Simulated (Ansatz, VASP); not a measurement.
**Au in VASP and in Ansatz**

POSCAR

```
Au
1.0
   -1.6384946041      1.6384946041      1.6384946041
    1.6384946041     -1.6384946041      1.6384946041
    1.6384946041      1.6384946041     -1.6384946041
Au
1
Direct
    0.0000000000      0.0000000000      0.0000000000
```

The input INCAR.step1:

```
SYSTEM = Au
  PREC = Accurate
  ENCUT = 600
  ISMEAR = 0
  SIGMA = 0.1
  LREAL = .False.
  LASPH = .True.
  NELM = 100
  GGA = PE
  ALGO = Normal
  EDIFF = 1E-4
  LWAVE = .True.
  LCHARG = .False.
```

File INCAR.step2:

```
SYSTEM = Au
  PREC = Accurate
  ENCUT = 600
  EDIFF = 1E-7
  ISMEAR = 0
  SIGMA = 0.1
  LREAL = .False.
  LASPH = .True.
  NELM = 100
  ALGO = Normal
  ISIF = 3
  LWAVE = .False.
  LCHARG = .False.
  METAGGA = R2SCAN
  LMIXTAU = .True.
  IBRION = 2
  NSW = 100
  EDIFFG = -0.01
  ISTART = 1
```

Contents of KPOINTS:

```
Automatic mesh
0
Gamma
  18 18 18
  0 0 0
```

Input for Ansatz:

```yaml
crystal:
  lattice:
    - [-1.6384946041, 1.6384946041, 1.6384946041]
    - [1.6384946041, -1.6384946041, 1.6384946041]
    - [1.6384946041, 1.6384946041, -1.6384946041]
  atoms:
    - { symbol: Au, position: [0.0, 0.0, 0.0] }
basis:
  ecutwfc: 500
kpoints:
  mp_grid: { grid: [18, 18, 18] }
hamiltonian:
  xc: r2scan
scf:
  occupations: { method: gaussian, width: 0.1 }
output:
  forces: true
  stress: true
  eigenvalues: true
relax:
  adjacent_minimum: "off"
  f_tol: 0.01
  max_steps: 80
  cell: { stress_tol: 0.05 }
```

Alike in both runs: task relaxation of cell and atoms; functional r2SCAN; k mesh 18 × 18 × 18; occupations gaussian, width 0.1 eV; no spin polarisation.

```csv
,VASP,Ansatz
version,VASP 6.6.1,Ansatz 0.2.0
potentials or method,"VASP PAW PBE potentials, release 64 (Au), cutoff 600 eV","scalar-relativistic, plane waves, PAW"
valence electrons in the cell,11,19
```

|  | VASP | Ansatz | Ansatz less VASP |
| --- | --- | --- | --- |
| gap on the k mesh at the Fermi level, each at its own relaxed structure (eV) | none | none | - |
| relaxed volume (Å³/atom) | 17.61 | 17.57 | -0.040 |
| relaxed length of the cell vector where the two differ most in proportion (Å) | 2.839 | 2.836 | -0.0021 |

VASP's potentials were made for PBE, not for r2SCAN. A gap of «none» marks a metal or a gap that the smearing closes. VASP's potentials hold 11 valence electrons a cell and Ansatz's 19, so a difference there can come from the potentials and not from the codes.

Neither program's run includes spin-orbit coupling.
